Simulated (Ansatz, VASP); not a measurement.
## Two plane-wave programs on BN

INCAR

```
PREC = Accurate ; ENCUT = 520
EDIFF = 1E-6 ; ISMEAR = 0
SIGMA = 0.01 ; LREAL = F
LASPH = T ; NELM = 80
ALGO = Normal ; ISIF = 2
LWAVE = F ; LCHARG = F
NBANDS = 11
```

File KPOINTS:

```
Automatic mesh
0
Gamma
  12 12 12
```

File POSCAR:

```
BN
1.0
    0.0000000000      1.8048254535      1.8048254535
    1.8048254535      0.0000000000      1.8048254535
    1.8048254535      1.8048254535      0.0000000000
B N
1 1
Direct
    0.0000000000      0.0000000000      0.0000000000
    0.2500000000      0.2500000000      0.2500000000
```

Input for Ansatz:

```yaml
crystal:
  lattice:
    - [0.0, 1.8048254535, 1.8048254535]
    - [1.8048254535, 0.0, 1.8048254535]
    - [1.8048254535, 1.8048254535, 0.0]
  atoms:
    - { symbol: B, position: [0.0, 0.0, 0.0] }
    - { symbol: "N", position: [0.25, 0.25, 0.25] }
kpoints:
  mp_grid: { grid: [12, 12, 12] }
  band_path:
    path:
      - [0.0, 0.0, 0.0]
      - [-0.5, -0.5, 0.0]
      - [-0.375, -0.375, 0.25]
      - [-0.375, 0.0, 0.375]
      - [0.0, 0.0, 0.5]
      - [-0.5, -0.25, 0.25]
      - [0.0, 0.5, 0.5]
    npoints: 1
hamiltonian:
  xc: lda
scf:
  occupations: { method: fixed }
  n_extra_bands: 4
output:
  forces: true
  stress: true
  eigenvalues: true
```

Alike in both runs: task single point; functional LDA; k mesh 12 × 12 × 12; no spin polarisation.

|  | VASP | Ansatz |
| --- | --- | --- |
| version | VASP 6.6.1 | Ansatz 0.2.0 |
| potentials or method | VASP PAW LDA potentials, release 64 (B, N) | plane waves, PAW |
| plane-wave cutoff (eV) | 520 | 420 |
| occupations | gaussian, width 0.01 eV | fixed |
| valence electrons in the cell | 8 | 8 |

Ansatz gave:

```
gap on the k mesh at the Fermi level (eV) : 4.37
pressure (GPa)                            : -9.3
```

Q: Estimate VASP's values.

A: gap on the k mesh at the Fermi level (eV): 4.35; pressure (GPa): -8.4.

LDA's correlation is that of Perdew and Zunger in VASP and of Perdew and Wang (1992) in Ansatz.
